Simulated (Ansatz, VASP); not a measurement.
PdPt2S6 in VASP and in Ansatz

```
Pd Pt S
1.0
     3.09172    1.78500    6.45154
    -3.09172    1.78500    6.45154
     0.00000   -3.57001    6.45154
Pd Pt S
1 2 6
Direct
  0.50000 0.50000 0.50000
  0.16668 0.16668 0.16668
  0.83332 0.83332 0.83332
  0.43630 0.10265 0.77006
  0.10265 0.77006 0.43630
  0.77006 0.43630 0.10265
  0.56370 0.89735 0.22994
  0.22994 0.56370 0.89735
  0.89735 0.22994 0.56370
```

Alike in both runs: task single point; functional PBE; k mesh 6 × 6 × 6; occupations gaussian, width 0.02 eV; no spin polarisation.

|  | VASP | Ansatz |
| --- | --- | --- |
| version | VASP 6.6.1 | Ansatz 0.2.0 |
| potentials or method | VASP PAW PBE potentials, release 64 (Pd, Pt, S), cutoff 520 eV | scalar-relativistic, plane waves, PAW |
| valence electrons in the cell | 66 | 90 |

VASP gave:

- gap on the k mesh at the Fermi level (eV): 1.25
- least direct gap on the mesh (eV): 1.36
- pressure (GPa): -0.4
- traceless stress, the component that is largest in VASP (GPa): 0.08
- rms of the force components (eV/Å): 0.019

Problem. What did Ansatz give for the same quantities?

Solution. gap on the k mesh at the Fermi level (eV): 1.24; least direct gap on the mesh (eV): 1.36; pressure (GPa): 0.0; traceless stress, the component that is largest in VASP (GPa): 0.00; rms of the force components (eV/Å): 0.003.

Atom by atom the forces differ by 0.016 eV/Å (rms over components). VASP's potentials hold 66 valence electrons a cell and Ansatz's 90, so a difference there can come from the potentials and not from the codes.

Neither program's run includes spin-orbit coupling.
